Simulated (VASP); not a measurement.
# Cd3S2 (R-3m) in VASP: a series of runs

The runs below take Cd3S2 through single point, relaxation of cell and atoms, with PBE.

Program: VASP 6.6.1. These are calculated values, not measurements. Logs are shortened: lines on timing, memory, paths and dates and some standing lists are left out, and cuts for length are marked.

## Step 1: The cell of the first run

Symmetry: R-3m, No. 166, trigonal system. Conventional cell: a = 3.858 Å, b = 3.858 Å, c = 26.827 Å, α = 90.00°, β = 90.00°, γ = 120.00°. Cd (site symmetry -3m) has 6 S at 2.86 Å and 12 Cd at 3.86 to 4.00 Å within 4.0 Å. Within 3.6 Å of Cd (site symmetry 3m) lie 3 S at 2.70 Å and 3 Cd at 3.20 Å. Within 3.6 Å of S (site symmetry 3m) lie 6 Cd at 2.70 to 2.86 Å.

## Step 2: Single point, PBE

INCAR

```
PREC = Accurate
ENCUT = 520
EDIFF = 1E-6
ISMEAR = 0
SIGMA = 0.1
LREAL = False
LASPH = True
NELM = 60
ALGO = Normal
ISIF = 2
LWAVE = False
LCHARG = False
GGA = PE
NBANDS = 32
```

KPOINTS

```
regular mesh
0
Gamma
  6 6 6
```

POSCAR

```
Cd3S2
1.0
    1.9291091605      1.1137716931      8.9423995102
   -1.9291091605      1.1137716931      8.9423995102
    0.0000000000     -2.2275433861      8.9423995102
Cd S
3 2
Direct
    0.0000000000      0.0000000000      0.0000000000
    0.2095000000      0.2095000000      0.2095000000
    0.7905000000      0.7905000000      0.7905000000
    0.4000000000      0.4000000000      0.4000000000
    0.6000000000      0.6000000000      0.6000000000
```

Potentials or basis: VASP PAW PBE potentials, release 64 (Cd, S).

On the command line:

```
cat potpaw_PBE.64/Cd/POTCAR potpaw_PBE.64/S/POTCAR > POTCAR
mpirun -np 1 vasp_std > vasp.out
```

OUTCAR:

```text
PREC = Accurate
   ENCUT = 520
   EDIFF = 1E-6
   ISMEAR = 0
   LREAL = False
   LASPH = True
   NELM = 60
   ISIF = 2
   GGA = PE

 ion  position               nearest neighbor table
   1  0.000  0.000  0.000-   5 2.86   4 2.86   5 2.86   5 2.86   4 2.86   4 2.86
   2  0.209  0.209  0.209-   5 2.70   5 2.70   5 2.70   3 3.20   3 3.20   3 3.20
   3  0.791  0.791  0.791-   4 2.70   4 2.70   4 2.70   2 3.20   2 3.20   2 3.20
   4  0.400  0.400  0.400-   3 2.70   3 2.70   3 2.70   1 2.86   1 2.86   1 2.86
   5  0.600  0.600  0.600-   2 2.70   2 2.70   2 2.70   1 2.86   1 2.86   1 2.86

  LATTYP: Found a trigonal (rhomboedric) cell.
 ALAT       =     9.2156637600
 COS(alpha) =     0.9123624232

  Lattice vectors:

 A1 = (   1.9291091605,   1.1137716931,   8.9423995102)
 A2 = (  -1.9291091605,   1.1137716931,   8.9423995102)
 A3 = (   0.0000000000,  -2.2275433861,   8.9423995102)

Analysis of symmetry for initial positions (statically):
=====================================================================
 Subroutine PRICEL returns:
 Original cell was already a primitive cell.

 Routine SETGRP: Setting up the symmetry group for a
 trigonal (rhombohedral) supercell.

 Subroutine GETGRP returns: Found 12 space group operations
 (whereof 12 operations were pure point group operations)
 out of a pool of 12 trial point group operations.

The static configuration has the point symmetry D_3d.

Analysis of symmetry for dynamics (positions and initial velocities):
=====================================================================
 Subroutine PRICEL returns:
 Original cell was already a primitive cell.

 Routine SETGRP: Setting up the symmetry group for a
 trigonal (rhombohedral) supercell.

 Subroutine GETGRP returns: Found 12 space group operations
 (whereof 12 operations were pure point group operations)
 out of a pool of 12 trial point group operations.

The dynamic configuration has the point symmetry D_3d.

 Subroutine INISYM returns: Found 12 space group operations
 (whereof 12 operations are pure point group operations),
 and found     1 'primitive' translations

----------------------------------------------------------------------------------------

                                     Primitive cell

  volume of cell :     115.2811

  direct lattice vectors                    reciprocal lattice vectors
     1.929109160  1.113771693  8.942399510     0.259186992  0.149641679  0.037275603
    -1.929109160  1.113771693  8.942399510    -0.259186992  0.149641679  0.037275603
     0.000000000 -2.227543386  8.942399510     0.000000000 -0.299283359  0.037275603

  length of vectors
     9.215663760  9.215663760  9.215663760     0.301595755  0.301595755  0.301595755

  position of ions in fractional coordinates (direct lattice)
     0.000000000  0.000000000  0.000000000
     0.209500000  0.209500000  0.209500000
     0.790500000  0.790500000  0.790500000
     0.400000000  0.400000000  0.400000000
     0.600000000  0.600000000  0.600000000

  ion indices of the primitive-cell ions
   primitive index   ion index
                 1           1
                 2           2
                 3           3
                 4           4
                 5           5

----------------------------------------------------------------------------------------

 KPOINTS: regular mesh

Automatic generation of k-mesh.
 Grid dimensions read from file:
 generate k-points for:    6    6    6

 Generating k-lattice:

  Cartesian coordinates                     Fractional coordinates (reciprocal lattice)
     0.043197832  0.024940280  0.006212600     0.166666667  0.000000000 -0.000000000
    -0.043197832  0.024940280  0.006212600     0.000000000  0.166666667 -0.000000000
     0.000000000 -0.049880560  0.006212600     0.000000000  0.000000000  0.166666667

  Length of vectors
     0.050265959  0.050265959  0.050265959

  Shift w.r.t. Gamma in fractional coordinates (k-lattice)
     0.000000000  0.000000000  0.000000000

 Subroutine IBZKPT returns following result:
 ===========================================

 Found     32 irreducible k-points:

 Following reciprocal coordinates:
            Coordinates               Weight
  0.000000  0.000000  0.000000      1.000000
  0.166667  0.000000 -0.000000      6.000000
  0.333333  0.000000 -0.000000      6.000000
  0.500000  0.000000 -0.000000      3.000000
  0.166667  0.166667 -0.000000      6.000000
  0.333333  0.166667 -0.000000     12.000000
[... 16 lines left out ...]
  0.500000  0.500000  0.166667      6.000000
 -0.333333  0.500000  0.166667     12.000000
 [... further k-points ...]
   k-points           NKPTS =     32   k-points in BZ     NKDIM =     32   number of bands    NBANDS=     32
   number of dos      NEDOS =    301   number of ions     NIONS =      5
   total plane-waves  NPLWV = 343000
   dimension x,y,z NGX =    70 NGY =   70 NGZ =   70
   dimension x,y,z NGXF=   140 NGYF=  140 NGZF=  140
   ions per type =               3   2
   NGX,Y,Z   is equivalent  to a cutoff of  12.63, 12.63, 12.63 a.u.
   NGXF,Y,Z  is equivalent  to a cutoff of  25.26, 25.26, 25.26 a.u.
 SYSTEM =  unknown system
   PREC   = accura    normal or accurate (medium, high low for compatibility)
   ISTART =      0    job   : 0-new  1-cont  2-samecut
   ICHARG =      2    charge: 1-file 2-atom 10-const
   ISPIN  =      1    spin polarized calculation?
   LNONCOLLINEAR =      F non collinear calculations
   LSORBIT =      F    spin-orbit coupling
   LASPH  =      T    aspherical Exc in radial PAW
   ENCUT  =  520.0 eV  38.22 Ry    6.18 a.u.  17.14 17.14 17.14*2*pi/ulx,y,z
   NELM   =     60;   NELMIN=  2; NELMDL= -5     # of ELM steps
   EDIFF  = 0.1E-05   stopping-criterion for ELM
   LREAL  =      F    real-space projection
   EDIFFG = 0.1E-04   stopping-criterion for IOM
   NSW    =      0    number of steps for IOM
   IBRION =     -1    ionic relax: 0-MD 1-quasi-New 2-CG
   NFREE  =      0    steps in history (QN), initial steepest desc. (CG)
   ISIF   =      2    stress and relaxation
   ISYM   =      2    0-nonsym 1-usesym 2-fastsym
   POTIM  = 0.5000    time-step for ionic-motion
   TEBEG  =    0.0;   TEEND  =   0.0 temperature during run
   PSTRESS=    0.0 pullay stress
   NELECT =      48.0000    total number of electrons
   NUPDOWN=      -1.0000    fix difference up-down
   EMIN   =  10.00;   EMAX   =-10.00  energy-range for DOS
   EFERMI =   0.00;   METHOD = LEGACY
   ISMEAR =     0;   SIGMA  =   0.10  broadening in eV -4-tet -1-fermi 0-gaus
   EFERMI_NEDOS =   21; number of points for ismear=-14 and -15
   IALGO  =     38    algorithm
   IMIX   =      4    mixing-type and parameters
     AMIX     =   0.40;   BMIX     =  1.00
     AMIX_MAG =   1.60;   BMIX_MAG =  1.00
  volume/ion in A,a.u.               =      23.06       155.59
  Fermi-wavevector in a.u.,A,eV,Ry     =   1.222463  2.310121 20.332769  1.494416
  Thomas-Fermi vector in A             =   2.357609
   LORBIT       =      0    0 simple, 1 ext, 2 COOP (PROOUT), +10 PAW based schemes
   GGA     = PE    functional components
   LHFCALC =     F    Hartree Fock is set to
   AEXX    =    0.0000 exact exchange contribution
   IVDW    =     0    specifies the selected vdW correction
   LEPSILON=     F    determine dielectric tensor
   LRPA    =     F    only Hartree local field effects (RPA)
 non-spin polarized calculation
 Gauss-broadening in eV      SIGMA  =   0.10
  energy-cutoff  :      520.00
  volume of cell :      115.28
 maximum number of plane-waves:      3135
 NGX is ok and might be reduce to    70
   NGX = 35   NGY = 35   NGZ = 35

 number of electron      47.9999989 magnetization

 Free energy of the ion-electron system (eV)
  ---------------------------------------------------
  ext. energy  EPLUGINS =         0.00000000
  ---------------------------------------------------
  free energy    TOTEN  =       -12.16878635 eV

  energy without entropy =      -12.16627712  energy(sigma->0) =      -12.16753174

 E-fermi :   2.4966     XC(G=0):  -9.9761

 val. band max:        2.4568426472   @ k =  -0.1667   0.5000   0.1667
 cond. band min:       2.7564503780   @ k =   0.5000   0.5000   0.5000
 fundamental gap:      0.2996077308
 Fermi energy:         2.4965524307

 k-point     1 :       0.0000    0.0000    0.0000
  band No.  band energies     occupation
      1     -10.4874      2.00000
      2     -10.1319      2.00000
      3      -5.9553      2.00000
      4      -5.9553      2.00000
      5      -5.8296      2.00000
      6      -5.8287      2.00000
[... 24 lines left out ...]
     31       9.3160      0.00000
     32       9.3160      0.00000

 k-point     2 :       0.1667    0.0000   -0.0000
  band No.  band energies     occupation
      1     -10.3305      2.00000
      2     -10.0560      2.00000
      3      -5.9065      2.00000
      4      -5.8914      2.00000
      5      -5.8552      2.00000
      6      -5.8077      2.00000
[... 24 lines left out ...]
     31       8.8876      0.00000
     32      10.0720      0.00000

 k-point     3 :       0.3333    0.0000   -0.0000
  band No.  band energies     occupation
      1      -9.9944      2.00000
      2      -9.8932      2.00000
      3      -5.9341      2.00000
      4      -5.9154      2.00000
      5      -5.8841      2.00000
      6      -5.8349      2.00000
[... 24 lines left out ...]
     31       8.6989      0.00000
     32       9.2693      0.00000

 k-point     4 :       0.5000    0.0000   -0.0000
  band No.  band energies     occupation
      1      -9.8534      2.00000
      2      -9.7648      2.00000
      3      -5.9587      2.00000
      4      -5.9539      2.00000
      5      -5.8630      2.00000
      6      -5.8537      2.00000
[... 24 lines left out ...]
     31       8.5995      0.00000
     32       9.3424      0.00000

 k-point     5 :       0.1667    0.1667   -0.0000
  band No.  band energies     occupation
      1     -10.3297      2.00000
      2     -10.0568      2.00000
      3      -5.9232      2.00000
      4      -5.8913      2.00000
      5      -5.8618      2.00000
      6      -5.8132      2.00000
[... 584 lines left out ...]
     31       8.4632      0.00000
     32       8.8925      0.00000

 k-point    22 :      -0.1667    0.3333    0.1667
  band No.  band energies     occupation
      1      -9.8360      2.00000
      2      -9.7883      2.00000
      3      -5.9338      2.00000
      4      -5.8817      2.00000
      5      -5.8507      2.00000
      6      -5.8263      2.00000
[... 24 lines left out ...]
     31       8.5438      0.00000
     32       9.4863      0.00000

 k-point    23 :       0.5000    0.5000    0.1667
  band No.  band energies     occupation
      1      -9.9986      2.00000
      2      -9.8880      2.00000
      3      -5.9375      2.00000
      4      -5.9096      2.00000
      5      -5.8607      2.00000
      6      -5.8386      2.00000
[... 24 lines left out ...]
     31       8.7665      0.00000
     32      10.0964      0.00000

 k-point    24 :      -0.3333    0.5000    0.1667
  band No.  band energies     occupation
      1      -9.8369      2.00000
      2      -9.7872      2.00000
      3      -5.9610      2.00000
      4      -5.8865      2.00000
      5      -5.8639      2.00000
      6      -5.8173      2.00000
[... 24 lines left out ...]
     31       8.5648      0.00000
     32       8.9595      0.00000

 [... further k-points ...]
[... 5 lines left out ...]
  --------------------------------------------------------------------------------------
  -------------------------------------------------------------------------------------
  Total       -0.8397668     -0.8397668     -2.8313439      0.0000000     -0.0000000      0.0000000
  in kB      -11.6710779    -11.6710779    -39.3500150      0.0000000     -0.0000000      0.0000000
  external PRESSURE =     -20.8973903 kB  Pullay stress =       0.0000000 kB

 VOLUME and BASIS-vectors are now :
 -----------------------------------------------------------------------------
  energy-cutoff  :      520.00
  volume of cell :      115.28
      direct lattice vectors                 reciprocal lattice vectors
     1.929109160  1.113771693  8.942399510     0.259186992  0.149641679  0.037275603
    -1.929109160  1.113771693  8.942399510    -0.259186992  0.149641679  0.037275603
     0.000000000 -2.227543386  8.942399510     0.000000000 -0.299283359  0.037275603

 POSITION                                       TOTAL-FORCE (eV/Angst)
 -----------------------------------------------------------------------------------
      0.00000      0.00000      0.00000         0.000000      0.000000     -0.000000
      0.00000      0.00000      5.62030         0.000000     -0.000000     -0.269636
      0.00000      0.00000     21.20690         0.000000      0.000000      0.269636
      0.00000      0.00000     10.73088         0.000000     -0.000000     -0.705184
      0.00000      0.00000     16.09632         0.000000      0.000000      0.705184
 -----------------------------------------------------------------------------------
    total drift:                               -0.000000      0.000000      0.000000

  FREE ENERGIE OF THE ION-ELECTRON SYSTEM (eV)
  ---------------------------------------------------
  free  energy   TOTEN  =       -12.1687863497 eV

  energy  without entropy=      -12.1662771230  energy(sigma->0) =      -12.16753174
```

It took 5.2 min on 1 thread of Intel Xeon 6975P-C (Granite Rapids), shared host; peak memory 0.68 GiB.

What came out:

```
Free energy            : -12.1688 eV
Pressure               : -2.1 GPa
Largest force          : 0.705 eV/Å
Band gap on the k mesh : zero (bands 24 and 25 overlap by 0.14 eV)
```

Forces on the atoms (eV/Å):
```
Cd   0.000  0.000  0.000
Cd   0.000  0.000 -0.270
Cd   0.000  0.000  0.270
S    0.000  0.000 -0.705
S    0.000  0.000  0.705
```

Caveat: semilocal functionals underestimate gaps, and a narrow one can read as zero.

(Continued in part 2 of 2.)

The gap in the log of VASP goes by the Fermi energy; the results here count the filled bands.